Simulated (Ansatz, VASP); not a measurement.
## MoS2 in VASP and in Ansatz

Contents of POSCAR:

```
MoS2
1.0
    3.2838462190      0.0000000000      0.0000000000
   -1.6419231095      2.8439020317      0.0000000000
    0.0000000000      0.0000000000      6.4227537265
Mo S
1 2
Direct
    0.0000000000      0.0000000000      0.5000000000
    0.3333333333      0.6666666667      0.2553200000
    0.6666666667      0.3333333333      0.7446800000
```

INCAR.step1

```
  ALGO = Normal
  EDIFF = 1E-4
  ENCUT = 520
  GGA = PE
  ISMEAR = 1
  LASPH = True
  LCHARG = False
  LREAL = False
  LWAVE = True
  NBANDS = 20
  NELM = 100
  PREC = Accurate
  SIGMA = 0.05
```

The input INCAR.step2:

```
  ALGO = Normal
  EDIFF = 1E-6
  ENCUT = 520
  ISIF = 2
  ISMEAR = 1
  ISTART = 1
  LASPH = True
  LCHARG = True
  LELF = True
  LMIXTAU = True
  LREAL = False
  LVHAR = True
  LWAVE = False
  METAGGA = R2SCAN
  NBANDS = 20
  NELM = 100
  PREC = Accurate
  SIGMA = 0.05
```

KPOINTS

```
k-points
0
Gamma
  10 10 5
```

Input for Ansatz:

```yaml
crystal:
  lattice:
    - [3.2838462189878577, 0.0, 0.0]
    - [-1.6419231094939288, 2.8439020317235197, 0.0]
    - [0.0, 0.0, 6.422753726451848]
  atoms:
    - { symbol: Mo, position: [0.0, 0.0, 0.5] }
    - { symbol: S, position: [0.3333333333333333, 0.6666666666666666, 0.25532] }
    - { symbol: S, position: [0.6666666666666666, 0.3333333333333333, 0.74468] }
basis:
  ecutwfc: 600.0
kpoints:
  mp_grid:
    grid: [10, 10, 5]
hamiltonian:
  xc: r2scan
scf:
  convergence:
    dr2_threshold: 1.0e-10
  occupations:
    method: methfessel_paxton
    width: 0.05
output:
  stress: true
```

Alike in both runs: task single point; functional r2SCAN; k mesh 10 × 10 × 5; occupations methfessel-paxton of order 1, width 0.05 eV; no spin polarisation.

|  | VASP | Ansatz |
| --- | --- | --- |
| version | VASP 6.6.1 | Ansatz 0.2.0 |
| potentials or method | VASP PAW PBE potentials, release 64 (Mo_sv, S), cutoff 520 eV | plane waves, PAW |
| valence electrons in the cell | 26 | 26 |

|  | VASP | Ansatz | Ansatz less VASP |
| --- | --- | --- | --- |
| pressure (GPa) | -6.3 | -6.3 | -0.03 |
| traceless stress, the component that is largest in VASP (GPa) | -0.10 | -0.08 | +0.015 |

VASP's potentials were made for PBE, not for r2SCAN. Ansatz's warnings: structure snapped to symmetry.
